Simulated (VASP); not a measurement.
# SiC: single point with r2SCAN

The system is SiC.

```
Si C
1.0
     0.03484    2.16933    2.16933
     2.16933    0.03484    2.16933
     2.16933    2.16933    0.03484
Si C
1 1
Cartesian
  0.0035 0.0035 0.0035
  1.0899 1.0899 1.0899
```

This cell differs from its parent crystal: epitaxial 111 strain -2.0%.

```json
{"Program": "VASP 6.6.1", "Task": "single point", "Functional": "r2SCAN", "Potentials or basis": "VASP PAW PBE potentials, release 64 (Si, C)", "Cutoff": "520 eV", "k mesh": "10 × 10 × 10", "Occupations": "gaussian, width 0.01 eV", "Spin": "no spin polarisation"}
```

```json
{"Pressure": "8.8 GPa", "Largest force": "0.004 eV/Å", "Band gap on the k mesh": "1.59 eV (least direct gap 4.94 eV)"}
```

Forces in eV/Å, atoms in the order of the input:
```
Si  -0.002 -0.002 -0.002
C    0.002  0.002  0.002
```

Stress tensor (GPa, compression positive):
```
 8.79 -4.54 -4.54
-4.54  8.79 -4.54
-4.54 -4.54  8.79
```

Levels at points of the mesh, in eV from the valence-band top:
```csv
k point,band 1,band 2,band 3,band 4,band 5,band 6,band 7,band 8
"(0.00, 0.00, 0.00)",-16.58,-0.27,0.00,0.00,6.92,7.98,8.23,8.23
"(0.50, 0.00, 0.00)",-12.75,-9.09,-1.32,-1.20,6.13,7.63,7.88,11.05
"(0.50, 0.50, 0.00)",-11.30,-8.26,-3.65,-3.34,1.59,4.90,15.45,15.47
"(0.50, 0.50, 0.50)",-12.99,-9.21,-1.03,-1.03,6.64,8.07,8.07,11.21
```

It took 35 s on 1 thread of Intel(R) Xeon(R) Platinum 8488C (Sapphire Rapids) (shared host), peak memory 0.15 GiB.

Caveat: the cell differs from its parent crystal (epitaxial 111 strain -2.0%); the cell stands under pressure; the PAW data sets were made with another functional, which shifts forces and pressure a little. A k mesh can miss the band edges.
